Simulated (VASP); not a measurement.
# P (P4_2/m) in VASP: further runs

Runs on P. Level: PBE. Tasks: single point.

Program: VASP 6.6.1. These are calculated values, not measurements. Logs are shortened: lines on timing, memory, paths and dates and some standing lists are left out, and cuts for length are marked.

## Step 1: The cell of the first run

Symmetry: P4_2/m, No. 84, tetragonal system. The conventional cell has a = 3.677 Å, b = 3.677 Å, c = 5.884 Å, α = 90.00°, β = 90.00°, γ = 90.00°. Within 2.8 Å of P (site symmetry -4) lie 4 P at 2.12 Å. P (site symmetry m) has 4 P at 2.09 to 2.25 Å within 2.8 Å.

The cell was generated, and may not be a known phase.

## Step 2: Single point, PBE

Input file INCAR:

```
ALGO = Normal
EDIFF = 1E-6
ENCUT = 520
GGA = PE
ISIF = 2
ISMEAR = 0
LASPH = T
LCHARG = F
LREAL = F
LWAVE = F
NBANDS = 24
NELM = 100
PREC = Accurate
SIGMA = 0.1
```

Input file KPOINTS:

```
k-points
0
Gamma
  6 6 4
```

Input file POSCAR:

```
P
1.0
    3.6768179000      0.0000000000      0.0000000000
    0.0000000000      3.6768179000      0.0000000000
    0.0000000000      0.0000000000      5.8835433800
P
6
Direct
    0.0000000000      0.0000000000      0.2500000000
    0.0000000000      0.0000000000      0.7500000000
    0.6566823100      0.2368163300      0.5000000000
    0.3433176900      0.7631836700      0.5000000000
    0.7631836700      0.6566823100      0.0000000000
    0.2368163300      0.3433176900      0.0000000000
```

Potentials or basis: VASP PAW PBE potentials, release 64 (P).

Command:

```bash
$ cat potpaw_PBE.64/P/POTCAR > POTCAR
$ mpirun -np 1 vasp_std > vasp.out
```

OUTCAR:

```text
EDIFF = 1E-6
   ENCUT = 520
   GGA = PE
   ISIF = 2
   ISMEAR = 0
   LASPH = T
   LREAL = F
   NELM = 100
   PREC = Accurate

 ion  position               nearest neighbor table
   1  0.000  0.000  0.250-   3 2.12   4 2.12   5 2.12   6 2.12   2 2.94   2 2.94   3 2.96   5 2.96
                             6 2.96   4 2.96
   2  0.000  0.000  0.750-   3 2.12   4 2.12   5 2.12   6 2.12   1 2.94   1 2.94   3 2.96   5 2.96
                             6 2.96   4 2.96
   3  0.657  0.237  0.500-   4 2.09   2 2.12   1 2.12   4 2.25   1 2.96   2 2.96
   4  0.343  0.763  0.500-   3 2.09   2 2.12   1 2.12   3 2.25   1 2.96   2 2.96
   5  0.763  0.657  0.000-   6 2.09   2 2.12   1 2.12   6 2.25   2 2.96   1 2.96
   6  0.237  0.343  0.000-   5 2.09   2 2.12   1 2.12   5 2.25   2 2.96   1 2.96

  LATTYP: Found a simple tetragonal cell.
 ALAT       =     3.6768179000
 C/A-ratio  =     1.6001726330

  Lattice vectors:

 A1 = (   3.6768179000,   0.0000000000,   0.0000000000)
 A2 = (   0.0000000000,   3.6768179000,   0.0000000000)
 A3 = (   0.0000000000,   0.0000000000,   5.8835433800)

Analysis of symmetry for initial positions (statically):
=====================================================================
 Subroutine PRICEL returns:
 Original cell was already a primitive cell.

 Routine SETGRP: Setting up the symmetry group for a
 simple tetragonal supercell.

 Subroutine GETGRP returns: Found  8 space group operations
 (whereof  4 operations were pure point group operations)
 out of a pool of 16 trial point group operations.

The static configuration has the point symmetry C_2h.
 The point group associated with its full space group is C_4h.

Analysis of symmetry for dynamics (positions and initial velocities):
=====================================================================
 Subroutine PRICEL returns:
 Original cell was already a primitive cell.

 Routine SETGRP: Setting up the symmetry group for a
 simple tetragonal supercell.

 Subroutine GETGRP returns: Found  8 space group operations
 (whereof  4 operations were pure point group operations)
 out of a pool of 16 trial point group operations.

The dynamic configuration has the point symmetry C_2h.
 The point group associated with its full space group is C_4h.

 Subroutine INISYM returns: Found  8 space group operations
 (whereof  4 operations are pure point group operations),
 and found     1 'primitive' translations

----------------------------------------------------------------------------------------

                                     Primitive cell

  volume of cell :      79.5396

  direct lattice vectors                    reciprocal lattice vectors
     3.676817900  0.000000000  0.000000000     0.271974307  0.000000000  0.000000000
     0.000000000  3.676817900  0.000000000     0.000000000  0.271974307  0.000000000
     0.000000000  0.000000000  5.883543380     0.000000000  0.000000000  0.169965603

  length of vectors
     3.676817900  3.676817900  5.883543380     0.271974307  0.271974307  0.169965603

  position of ions in fractional coordinates (direct lattice)
     0.000000000  0.000000000  0.250000000
     0.000000000  0.000000000  0.750000000
     0.656682310  0.236816330  0.500000000
     0.343317690  0.763183670  0.500000000
     0.763183670  0.656682310  0.000000000
     0.236816330  0.343317690  0.000000000

  ion indices of the primitive-cell ions
   primitive index   ion index
                 1           1
                 2           2
                 3           3
                 4           4
                 5           5
                 6           6

----------------------------------------------------------------------------------------

 KPOINTS: k-points

Automatic generation of k-mesh.
 Grid dimensions read from file:
 generate k-points for:    6    6    4

 Generating k-lattice:

  Cartesian coordinates                     Fractional coordinates (reciprocal lattice)
     0.045329051  0.000000000  0.000000000     0.166666667  0.000000000  0.000000000
     0.000000000  0.045329051  0.000000000     0.000000000  0.166666667  0.000000000
     0.000000000  0.000000000  0.042491401     0.000000000  0.000000000  0.250000000

  Length of vectors
     0.045329051  0.045329051  0.042491401

  Shift w.r.t. Gamma in fractional coordinates (k-lattice)
     0.000000000  0.000000000  0.000000000

 Subroutine IBZKPT returns following result:
 ===========================================

 Found     33 irreducible k-points:

 Following reciprocal coordinates:
            Coordinates               Weight
  0.000000  0.000000  0.000000      1.000000
  0.166667  0.000000  0.000000      4.000000
  0.333333  0.000000  0.000000      4.000000
  0.500000  0.000000  0.000000      2.000000
  0.166667  0.166667  0.000000      4.000000
  0.333333  0.166667  0.000000      4.000000
[... 16 lines left out ...]
  0.000000  0.000000  0.500000      1.000000
  0.166667  0.000000  0.500000      4.000000
 [... further k-points ...]
   k-points           NKPTS =     33   k-points in BZ     NKDIM =     33   number of bands    NBANDS=     24
   number of dos      NEDOS =    301   number of ions     NIONS =      6
   total plane-waves  NPLWV =  37632
   dimension x,y,z NGX =    28 NGY =   28 NGZ =   48
   dimension x,y,z NGXF=    56 NGYF=   56 NGZF=   96
   ions per type =               6
   NGX,Y,Z   is equivalent  to a cutoff of  12.66, 12.66, 13.56 a.u.
   NGXF,Y,Z  is equivalent  to a cutoff of  25.32, 25.32, 27.13 a.u.
 SYSTEM =  unknown system
   PREC   = accura    normal or accurate (medium, high low for compatibility)
   ISTART =      0    job   : 0-new  1-cont  2-samecut
   ICHARG =      2    charge: 1-file 2-atom 10-const
   ISPIN  =      1    spin polarized calculation?
   LNONCOLLINEAR =      F non collinear calculations
   LSORBIT =      F    spin-orbit coupling
   LASPH  =      T    aspherical Exc in radial PAW
   ENCUT  =  520.0 eV  38.22 Ry    6.18 a.u.   6.84  6.84 10.94*2*pi/ulx,y,z
   NELM   =    100;   NELMIN=  2; NELMDL= -5     # of ELM steps
   EDIFF  = 0.1E-05   stopping-criterion for ELM
   LREAL  =      F    real-space projection
   EDIFFG = 0.1E-04   stopping-criterion for IOM
   NSW    =      0    number of steps for IOM
   IBRION =     -1    ionic relax: 0-MD 1-quasi-New 2-CG
   NFREE  =      0    steps in history (QN), initial steepest desc. (CG)
   ISIF   =      2    stress and relaxation
   ISYM   =      2    0-nonsym 1-usesym 2-fastsym
   POTIM  = 0.5000    time-step for ionic-motion
   TEBEG  =    0.0;   TEEND  =   0.0 temperature during run
   PSTRESS=    0.0 pullay stress
   NELECT =      30.0000    total number of electrons
   NUPDOWN=      -1.0000    fix difference up-down
   EMIN   =  10.00;   EMAX   =-10.00  energy-range for DOS
   EFERMI =   0.00;   METHOD = LEGACY
   ISMEAR =     0;   SIGMA  =   0.10  broadening in eV -4-tet -1-fermi 0-gaus
   EFERMI_NEDOS =   21; number of points for ismear=-14 and -15
   IALGO  =     38    algorithm
   IMIX   =      4    mixing-type and parameters
     AMIX     =   0.40;   BMIX     =  1.00
     AMIX_MAG =   1.60;   BMIX_MAG =  1.00
  volume/ion in A,a.u.               =      13.26        89.46
  Fermi-wavevector in a.u.,A,eV,Ry     =   1.182826  2.235217 19.035602  1.399077
  Thomas-Fermi vector in A             =   2.319072
   LORBIT       =      0    0 simple, 1 ext, 2 COOP (PROOUT), +10 PAW based schemes
   GGA     = PE    functional components
   LHFCALC =     F    Hartree Fock is set to
   AEXX    =    0.0000 exact exchange contribution
   IVDW    =     0    specifies the selected vdW correction
   LEPSILON=     F    determine dielectric tensor
   LRPA    =     F    only Hartree local field effects (RPA)
 non-spin polarized calculation
 Gauss-broadening in eV      SIGMA  =   0.10
  energy-cutoff  :      520.00
  volume of cell :       79.54
 maximum number of plane-waves:      2188
   NGX = 13   NGY = 13   NGZ = 21

 number of electron      30.0000004 magnetization

 Free energy of the ion-electron system (eV)
  ---------------------------------------------------
  ext. energy  EPLUGINS =         0.00000000
  ---------------------------------------------------
  free energy    TOTEN  =       -26.83507060 eV

  energy without entropy =      -26.81770319  energy(sigma->0) =      -26.82638690

 E-fermi :  11.3567     XC(G=0): -11.5984

 val. band max:       11.2977315598   @ k =   0.3333   0.0000   0.2500
 cond. band min:      11.3583184639   @ k =   0.5000   0.3333   0.2500
 fundamental gap:      0.0605869041
 Fermi energy:        11.3567241941

 k-point     1 :       0.0000    0.0000    0.0000
  band No.  band energies     occupation
      1      -7.3086      2.00000
      2      -4.4198      2.00000
      3      -2.3232      2.00000
      4       1.9567      2.00000
      5       2.0962      2.00000
      6       2.0962      2.00000
[... 16 lines left out ...]
     23      15.9350      0.00000
     24      16.4096      0.00000

 k-point     2 :       0.1667    0.0000    0.0000
  band No.  band energies     occupation
      1      -7.0598      2.00000
      2      -4.2092      2.00000
      3      -2.1221      2.00000
      4      -0.1478      2.00000
      5       1.5699      2.00000
      6       3.3636      2.00000
[... 16 lines left out ...]
     23      16.0375      0.00000
     24      16.7609      0.00000

 k-point     3 :       0.3333    0.0000    0.0000
  band No.  band energies     occupation
      1      -6.3687      2.00000
      2      -3.8067      2.00000
      3      -1.9310      2.00000
      4      -1.6154      2.00000
      5       0.1083      2.00000
      6       3.3480      2.00000
[... 16 lines left out ...]
     23      15.4761      0.00000
     24      16.9072      0.00000

 k-point     4 :       0.5000    0.0000    0.0000
  band No.  band energies     occupation
      1      -5.7431      2.00000
      2      -4.0752      2.00000
      3      -2.0665      2.00000
      4      -1.2655      2.00000
      5      -0.9645      2.00000
      6       2.5379      2.00000
[... 16 lines left out ...]
     23      17.6021      0.00000
     24      17.9873      0.00000

 k-point     5 :       0.1667    0.1667    0.0000
  band No.  band energies     occupation
      1      -6.8122      2.00000
      2      -3.9960      2.00000
      3      -1.9234      2.00000
      4      -0.5101      2.00000
      5       0.6846      2.00000
      6       2.8444      2.00000
[... 16 lines left out ...]
     23      15.8948      0.00000
     24      16.2599      0.00000

 k-point     6 :       0.3333    0.1667    0.0000
  band No.  band energies     occupation
      1      -6.1252      2.00000
      2      -3.5739      2.00000
      3      -1.8676      2.00000
      4      -1.4244      2.00000
      5      -0.0849      2.00000
      6       2.3281      2.00000
[... 16 lines left out ...]
     23      16.6692      0.00000
     24      16.9225      0.00000
[... 379 lines left out ...]
 k-point    21 :       0.5000    0.3333    0.2500
  band No.  band energies     occupation
      1      -4.6365      2.00000
      2      -3.1122      2.00000
      3      -2.7351      2.00000
      4      -1.4976      2.00000
      5       0.1329      2.00000
      6       1.2997      2.00000
[... 16 lines left out ...]
     23      17.7343      0.00000
     24      18.8252      0.00000

 k-point    22 :       0.5000    0.5000    0.2500
  band No.  band energies     occupation
      1      -4.0486      2.00000
      2      -2.5001      2.00000
      3      -2.5001      2.00000
      4      -2.3063      2.00000
      5      -0.1642      2.00000
      6       1.1367      2.00000
[... 16 lines left out ...]
     23      17.8019      0.00000
     24      18.4022      0.00000

 k-point    23 :       0.0000    0.0000    0.5000
  band No.  band energies     occupation
      1      -6.3792      2.00000
      2      -6.3792      2.00000
      3       0.9172      2.00000
      4       0.9172      2.00000
      5       2.2058      2.00000
      6       2.2058      2.00000
[... 16 lines left out ...]
     23      15.7170      0.00000
     24      15.7170      0.00000

 k-point    24 :       0.1667    0.0000    0.5000
  band No.  band energies     occupation
      1      -6.1660      2.00000
      2      -6.1064      2.00000
      3      -0.2209      2.00000
      4       0.7668      2.00000
      5       1.3864      2.00000
      6       2.2422      2.00000
[... 16 lines left out ...]
     23      15.5777      0.00000
     24      16.8097      0.00000

 [... further k-points ...]

------------------------ aborting loop because EDIFF is reached ----------------------------------------

  FORCE on cell =-STRESS in cart. coord.  units (eV):
  Direction    XX          YY          ZZ          XY          YZ          ZX
  --------------------------------------------------------------------------------------
  -------------------------------------------------------------------------------------
  Total       20.0930821     20.0930821     14.6074194      0.0000002      0.0000000      0.0000000
  in kB      404.7379594    404.7379594    294.2394352      0.0000047      0.0000000      0.0000000
  external PRESSURE =     367.9051180 kB  Pullay stress =       0.0000000 kB

 VOLUME and BASIS-vectors are now :
 -----------------------------------------------------------------------------
  energy-cutoff  :      520.00
  volume of cell :       79.54
      direct lattice vectors                 reciprocal lattice vectors
     3.676817900  0.000000000  0.000000000     0.271974307  0.000000000  0.000000000
     0.000000000  3.676817900  0.000000000     0.000000000  0.271974307  0.000000000
     0.000000000  0.000000000  5.883543380     0.000000000  0.000000000  0.169965603

 POSITION                                       TOTAL-FORCE (eV/Angst)
 -----------------------------------------------------------------------------------
      0.00000      0.00000      1.47089         0.000000      0.000000      0.000000
      0.00000      0.00000      4.41266         0.000000      0.000000      0.000000
      2.41450      0.87073      2.94177         0.128675      1.984744      0.000000
      1.26232      2.80609      2.94177        -0.128675     -1.984744      0.000000
      2.80609      2.41450      0.00000        -1.984744      0.128675      0.000000
      0.87073      1.26232      0.00000         1.984744     -0.128675     -0.000000
 -----------------------------------------------------------------------------------
    total drift:                               -0.000000      0.000000     -0.000000

  FREE ENERGIE OF THE ION-ELECTRON SYSTEM (eV)
  ---------------------------------------------------
  free  energy   TOTEN  =       -26.8350706014 eV

  energy  without entropy=      -26.8177031940  energy(sigma->0) =      -26.82638690
```

Wall time 20 s (1 thread of Intel Xeon 6975P-C (Granite Rapids), shared host); peak memory 0.19 GiB.

What came out:

- Free energy: -26.8351 eV
- Pressure: 36.8 GPa
- Largest force: 1.989 eV/Å
- Band gap on the k mesh: zero (bands 15 and 16 overlap by 3.24 eV)

Forces on the atoms (eV/Å):
```
P    0.000  0.000  0.000
P    0.000  0.000  0.000
P    0.129  1.985  0.000
P   -0.129 -1.985  0.000
P   -1.985  0.129  0.000
P    1.985 -0.129  0.000
```

Caveat: the stress differs along the axes, from 29 to 40 GPa; forces of over 1 eV/Å act on the atoms, so gaps and moduli don't describe the material at rest.

(Part 1 of 2 ends here.)

The gap in the log of VASP goes by the Fermi energy; the results here count the filled bands.